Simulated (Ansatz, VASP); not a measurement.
One calculation of TaN, two programs

Contents of INCAR:

```
SYSTEM = TaN
PREC = Accurate
ENCUT = 520
EDIFF = 1E-6
ISMEAR = 0
SIGMA = 0.15
LREAL = .False.
LASPH = .True.
NELM = 100
ALGO = Normal
ISIF = 2
LWAVE = .False.
LCHARG = .False.
GGA = PS
NBANDS = 24
```

File KPOINTS:

```
regular mesh
0
Gamma
  18 18 8
  0 0 0
```

POSCAR

```
TaN
1.0
    3.1213805346      0.0000000000      0.0000000000
   -1.5606902673      2.7031948378      0.0000000000
    0.0000000000      0.0000000000      5.8120105555
Ta N
2 2
Direct
    0.3333333333      0.6666666667      0.0301041378
    0.6666666667      0.3333333333      0.5301041378
    0.3333333333      0.6666666667      0.3548958622
    0.6666666667      0.3333333333      0.8548958622
```

Input for Ansatz:

```yaml
crystal:
  lattice:
    - [3.1213805346, 0.0, 0.0]
    - [-1.5606902673, 2.7031948378, 0.0]
    - [0.0, 0.0, 5.8120105555]
  atoms:
    - { symbol: Ta, position: [0.3333333333, 0.6666666667, 0.0301041378] }
    - { symbol: Ta, position: [0.6666666667, 0.3333333333, 0.5301041378] }
    - { symbol: "N", position: [0.3333333333, 0.6666666667, 0.3548958622] }
    - { symbol: "N", position: [0.6666666667, 0.3333333333, 0.8548958622] }
basis:
  ecutwfc: 520.0
kpoints:
  mp_grid: { grid: [18, 18, 8] }
hamiltonian:
  xc: pbesol
  pseudopotentials: { kind: paw, azcp: { folder: soft_1 } }
scf:
  occupations: { method: gaussian, width: 0.15 }
output:
  forces: true
  stress: true
  eigenvalues: true
```

Alike in both runs: task single point; functional PBEsol; k mesh 18 × 18 × 8; occupations gaussian, width 0.15 eV; no spin polarisation.

```csv
,VASP,Ansatz
version,VASP 6.6.1,Ansatz 0.2.0
potentials or method,"VASP PAW PBE potentials, release 64 (Ta_pv, N), cutoff 520 eV","scalar-relativistic, plane waves, PAW"
valence electrons in the cell,32,36
```

```tsv
	VASP	Ansatz	Ansatz less VASP
gap on the k mesh at the Fermi level (eV)	none	none	-
pressure (GPa)	16.7	15.6	-1.09
traceless stress, the component that is largest in VASP (GPa)	17.42	16.64	-0.786
rms of the force components (eV/Å)	0.700	0.663	-0.0365
```

VASP's potentials were made for PBE, not for PBEsol, and Ansatz warns of the same on its side. Atom by atom the forces differ by 0.036 eV/Å (rms over components). A gap of «none» marks a metal or a gap that the smearing closes. The functional is the same, so the differences come from potentials, cutoffs and numerics. VASP's potentials hold 32 valence electrons a cell and Ansatz's 36, so a difference there can come from the potentials and not from the codes.

Neither program's run includes spin-orbit coupling.
